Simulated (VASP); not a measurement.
Set up this calculation in VASP 6.6.1, as the native input.

| Property | Result |
| --- | --- |
| Task | single point |
| Functional | PBEsol |
| Potentials or basis | VASP PAW PBE potentials, release 64 (Hg, Te) |
| Cutoff | 520 eV |
| k mesh | 12 × 12 × 12 |
| Occupations | fermi-dirac, width 0.08 eV |
| Spin | no spin polarisation |
| Dipole correction | no |
| Further INCAR settings | ALGO = Normal; EDIFF = 1e-06; NBANDS = 16 |

The structure of HgTe lies in POSCAR:

```
HgTe
1.0
    0.0000000000      2.9215000000      2.8630700000
    2.9215000000      0.0000000000      2.8630700000
    2.9215000000      2.9215000000      0.0000000000
Hg Te
1 1
Direct
    0.0000000000      0.0000000000      0.0000000000
    0.5000000000      0.5000000000      0.5000000000
```

This cell differs from its parent crystal: zz strain of -2 %.

The input as run:

INCAR

```
SYSTEM = HgTe
ALGO     = Normal         ! electronic algorithm
EDIFF    = 1E-6           ! SCF threshold, eV
ENCUT    = 520            ! plane-wave cutoff, eV
GGA      = PS             ! functional
ISIF     = 2              ! what is computed and relaxed
ISMEAR   = -1             ! smearing method
LASPH    = .True.         ! aspherical terms in the spheres
LCHARG   = .True.         ! write CHGCAR
LELF     = .True.         ! ELF
LREAL    = .False.        ! projectors in reciprocal space
LVHAR    = .True.       
LWAVE    = .False.        ! write WAVECAR
NBANDS   = 16             ! bands
NELM     = 100            ! most SCF steps
PREC     = Accurate       ! precision mode
SIGMA    = 0.08           ! smearing width, eV
```

KPOINTS

```
k-points
0
Gamma
  12 12 12
  0 0 0
```

Potentials or basis: VASP PAW PBE potentials, release 64 (Hg, Te).

Run with:

```console
$ cat potpaw_PBE.64/Hg/POTCAR potpaw_PBE.64/Te/POTCAR > POTCAR
$ mpirun -np 1 vasp_std > vasp.out
```

It gave:

```yaml
Pressure: 8.4 GPa
Band_gap_on_the_k_mesh: zero (bands 9 and 10 overlap by 3.53 eV)
```

Caveat: the cell differs from its parent crystal (zz strain of -2 %); the cell stands under pressure; the PAW data sets were made with another functional, which shifts forces and pressure a little; spin-orbit coupling is left out, which moves the levels of the heavy elements.

Run time: 77 s on 1 thread of Intel Xeon 8259CL, on a shared host, peak memory 0.28 GiB.
